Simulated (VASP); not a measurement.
Write the native input for VASP 6.6.1 that does the following.

```yaml
Task: single point
Functional: PBEsol
Potentials_or_basis: VASP PAW PBE potentials, release 64 (Al, N)
Cutoff: 600 eV
k_mesh: 10 × 10 × 10
Occupations: gaussian, width 0.02 eV
Spin: no spin polarisation
Dipole_correction: no
Further_INCAR_settings: ALGO = Normal; EDIFF = 1e-06; NBANDS = 11
```

The structure of AlN lies in POSCAR:

```
AlN
1.0
    0.0000000000      2.0622903111      2.0622903111
    2.0622903111      0.0000000000      2.0622903111
    2.0622903111      2.0622903111      0.0000000000
Al N
1 1
Direct
    0.5000000000      0.5000000000      0.5000000000
    0.0000000000      0.0000000000      0.0000000000
```

One way to write it, as run:

INCAR

```
SYSTEM = AlN
PREC = Accurate ; ENCUT = 600
EDIFF = 1E-6 ; ISMEAR = 0
SIGMA = 0.02 ; LREAL = .False.
LASPH = .True. ; NELM = 120
ALGO = Normal ; ISIF = 2
LWAVE = .False. ; LCHARG = .False.
GGA = PS ; NBANDS = 11
GGA_COMPAT = .False.
```

KPOINTS

```
regular mesh
0
Gamma
  10 10 10
  0 0 0
```

Potentials or basis: VASP PAW PBE potentials, release 64 (Al, N).

Launch:

```sh
$ cat potpaw_PBE.64/Al/POTCAR potpaw_PBE.64/N/POTCAR > POTCAR
$ mpirun -np 1 vasp_std > vasp.out
```

Results of the run:

```
Pressure               : -13.9 GPa
Band gap on the k mesh : 4.00 eV (least direct gap 4.84 eV)
```

Caveat: the cell stands under tension; the PAW data sets were made with another functional, which shifts forces and pressure a little.

Wall time 5.8 s on 1 thread of Intel(R) Xeon(R) Platinum 8488C (Sapphire Rapids), on a shared host, peak memory 0.13 GiB.
